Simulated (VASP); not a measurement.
Wanted: the native input for a VASP 6.6.1 run.

| Item | Value |
| --- | --- |
| Task | relaxation of cell and atoms |
| Functional | r2SCAN |
| Potentials or basis | VASP PAW PBE potentials, release 64 (C) |
| Cutoff | 600 eV |
| k mesh | 26 × 26 × 26 |
| Occupations | gaussian, width 0.02 eV |
| Spin | no spin polarisation |
| Dipole correction | no |
| Further INCAR settings | ALGO = Normal; EDIFF = 1e-07; IBRION = 2; EDIFFG = -0.005; NSW = 80; ISIF = 3 |

The system is C.

```
C
1.0
     0.00000    1.78500    1.78500
     1.78500    0.00000    1.78500
     1.78500    1.78500    0.00000
C
2
Direct
  0.00000 0.00000 0.00000
  0.25000 0.25000 0.25000
```

These files were run (other wordings do the same):

POSCAR

```
C
1.0
    0.0000000000      1.7850000000      1.7850000000
    1.7850000000      0.0000000000      1.7850000000
    1.7850000000      1.7850000000      0.0000000000
C
2
Direct
    0.0000000000      0.0000000000      0.0000000000
    0.2500000000      0.2500000000      0.2500000000
```

INCAR.step1

```
SYSTEM = C
ALGO     = Normal         ! electronic algorithm
EDIFF    = 1E-4           ! SCF threshold, eV
ENCUT    = 600            ! plane-wave cutoff, eV
GGA      = PE             ! functional
ISMEAR   = 0              ! smearing method
LASPH    = .TRUE.         ! aspherical terms in the spheres
LCHARG   = .FALSE.        ! write CHGCAR
LREAL    = .FALSE.        ! projectors in reciprocal space
LWAVE    = .TRUE.         ! write WAVECAR
NELM     = 60             ! most SCF steps
PREC     = Accurate       ! precision mode
SIGMA    = 0.02           ! smearing width, eV
```

INCAR.step2

```
SYSTEM = C
ALGO     = Normal         ! electronic algorithm
EDIFF    = 1E-7           ! SCF threshold, eV
EDIFFG   = -0.005         ! ionic threshold
ENCUT    = 600            ! plane-wave cutoff, eV
IBRION   = 2              ! ionic algorithm
ISIF     = 3              ! what is computed and relaxed
ISMEAR   = 0              ! smearing method
ISTART   = 1            
LASPH    = .TRUE.         ! aspherical terms in the spheres
LCHARG   = .FALSE.        ! write CHGCAR
LMIXTAU  = .TRUE.       
LREAL    = .FALSE.        ! projectors in reciprocal space
LWAVE    = .FALSE.        ! write WAVECAR
METAGGA  = R2SCAN         ! meta-GGA
NELM     = 60             ! most SCF steps
NSW      = 80             ! ionic steps
PREC     = Accurate       ! precision mode
SIGMA    = 0.02           ! smearing width, eV
```

KPOINTS

```
k-points
0
G
  26 26 26
  0 0 0
```

Potentials or basis: VASP PAW PBE potentials, release 64 (C).

The run is started by

```sh
$ cat potpaw_PBE.64/C/POTCAR > POTCAR
$ cp INCAR.step1 INCAR
$ mpirun -np 1 vasp_std > vasp.out
$ cp INCAR.step2 INCAR
$ mpirun -np 1 vasp_std > vasp.out
```

It gave:

* Relaxed volume: 5.65 Å³/atom
* Relaxed cell: a = 2.518 Å, b = 2.518 Å, c = 2.518 Å, α = 60.00°, β = 60.00°, γ = 60.00°
* Space group after relaxing (to 0.05 Å): Fd-3m (No. 227)
* Energy gained by relaxing: 0.4 meV/atom
* Ionic steps: 3
* Pressure after relaxing: 0.0 GPa
* Band gap on the k mesh: 4.34 eV, indirect (least direct gap 5.85 eV)

Caveat: the PAW data sets were made with another functional, which shifts forces and pressure a little.

It took 2.8 min on 1 thread of Intel(R) Xeon(R) 6975P-C (Granite Rapids) (shared host), peak memory 0.16 GiB.
